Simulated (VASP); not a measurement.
A run of VASP 6.6.1:

Contents of INCAR:

```
SYSTEM = V
PREC     = Accurate       ! precision mode
ENCUT    = 520            ! plane-wave cutoff, eV
EDIFF    = 1E-6           ! SCF threshold, eV
ISMEAR   = 0              ! smearing method
SIGMA    = 0.15           ! smearing width, eV
LREAL    = .False.        ! projectors in reciprocal space
LASPH    = .True.         ! aspherical terms in the spheres
NELM     = 60             ! most SCF steps
ALGO     = Fast           ! electronic algorithm
ISIF     = 2              ! what is computed and relaxed
LWAVE    = .False.        ! write WAVECAR
LCHARG   = .False.        ! write CHGCAR
GGA      = PS             ! functional
NBANDS   = 12             ! bands
```

File KPOINTS:

```
Automatic mesh
0
Gamma
  22 22 22
  0 0 0
```

The input POSCAR:

```
V
1.0
   -1.5130000000      1.5130000000      1.5583900000
    1.5130000000     -1.5130000000      1.5583900000
    1.5130000000      1.5130000000     -1.5583900000
V
1
Direct
    0.0000000000      0.0000000000      0.0000000000
```

Potentials or basis: VASP PAW PBE potentials, release 64 (V_sv).

The run is started by

```sh
$ cat potpaw_PBE.64/V_sv/POTCAR > POTCAR
$ mpirun -np 1 vasp_std > vasp.out
```

Hardware: 1 thread of Intel Xeon 8259CL, with other jobs on the host.

Problem. How long does it take, and how much memory?

Solution. Wall time 2.7 min on 1 thread of Intel Xeon 8259CL, on a shared host, peak memory 0.24 GiB. Counts: scf iterations 12, k points 834.
